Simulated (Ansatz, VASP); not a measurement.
**C: VASP beside Ansatz**

The input POSCAR:

```
C
1.0
   -2.4558330623      0.0000000000      0.0000000000
   -1.2279165312     -2.1268138194      0.0000000000
    0.0000000000      0.0000000000     10.8072328611
C
6
Direct
    0.6666666667      0.6666666667      0.1627712655
    1.0000000000      1.0000000000      0.8140161615
    0.3333333333      0.3333333333      0.4883937135
    0.6666666667      0.6666666667      0.8140635163
    1.0000000000      0.0000000000      0.4884410683
    0.3333333333      0.3333333333      0.1628186203
```

File INCAR.step1:

```
PREC = Accurate ; ENCUT = 520
ISMEAR = 0 ; SIGMA = 0.05
LREAL = F ; LASPH = T
NELM = 80 ; NBANDS = 21
GGA = PE ; ALGO = Normal
EDIFF = 1E-4 ; LWAVE = T
LCHARG = F
```

The input INCAR.step2:

```
PREC = Accurate ; ENCUT = 520
EDIFF = 1E-6 ; ISMEAR = 0
SIGMA = 0.05 ; LREAL = F
LASPH = T ; NELM = 80
ALGO = Normal ; ISIF = 2
LWAVE = F ; LCHARG = F
METAGGA = R2SCAN ; LMIXTAU = T
NBANDS = 21 ; ISTART = 1
```

Contents of KPOINTS:

```
Automatic mesh
0
Gamma
  15 15 3
```

Input for Ansatz:

```yaml
crystal:
  lattice:
    - [-2.4558330623, 0.0, 0.0]
    - [-1.2279165312, -2.1268138194, 0.0]
    - [0.0, 0.0, 10.8072328611]
  atoms:
    - { symbol: C, position: [0.6666666667, 0.6666666667, 0.1627712655] }
    - { symbol: C, position: [1.0, 1.0, 0.8140161615] }
    - { symbol: C, position: [0.3333333333, 0.3333333333, 0.4883937135] }
    - { symbol: C, position: [0.6666666667, 0.6666666667, 0.8140635163] }
    - { symbol: C, position: [1.0, 0.0, 0.4884410683] }
    - { symbol: C, position: [0.3333333333, 0.3333333333, 0.1628186203] }
basis:
  ecutwfc: 500
kpoints:
  mp_grid: { grid: [15, 15, 3] }
hamiltonian:
  xc: r2scan
scf:
  occupations: { method: gaussian, width: 0.05 }
output:
  forces: true
  stress: true
  eigenvalues: true
```

Alike in both runs: task single point; functional r2SCAN; k mesh 15 × 15 × 3; occupations gaussian, width 0.05 eV; no spin polarisation.

|  | VASP | Ansatz |
| --- | --- | --- |
| version | VASP 6.6.1 | Ansatz 0.2.0 |
| potentials or method | VASP PAW PBE potentials, release 64 (C), cutoff 520 eV | scalar-relativistic, plane waves, PAW |
| valence electrons in the cell | 24 | 24 |

Ansatz gave:

- gap on the k mesh at the Fermi level (eV): 0.33
- least direct gap on the mesh (eV): 0.33
- pressure (GPa): -0.1
- traceless stress, the component that is largest in VASP (GPa): -0.30
- rms of the force components (eV/Å): 0.007

Which values does VASP return?

gap on the k mesh at the Fermi level (eV): 0.33; least direct gap on the mesh (eV): 0.33; pressure (GPa): 0.6; traceless stress, the component that is largest in VASP (GPa): -1.03; rms of the force components (eV/Å): 0.007.

VASP's potentials were made for PBE, not for r2SCAN. Atom by atom the forces differ by 0.000 eV/Å (rms over components). The functional is the same, so the differences come from potentials, cutoffs and numerics.
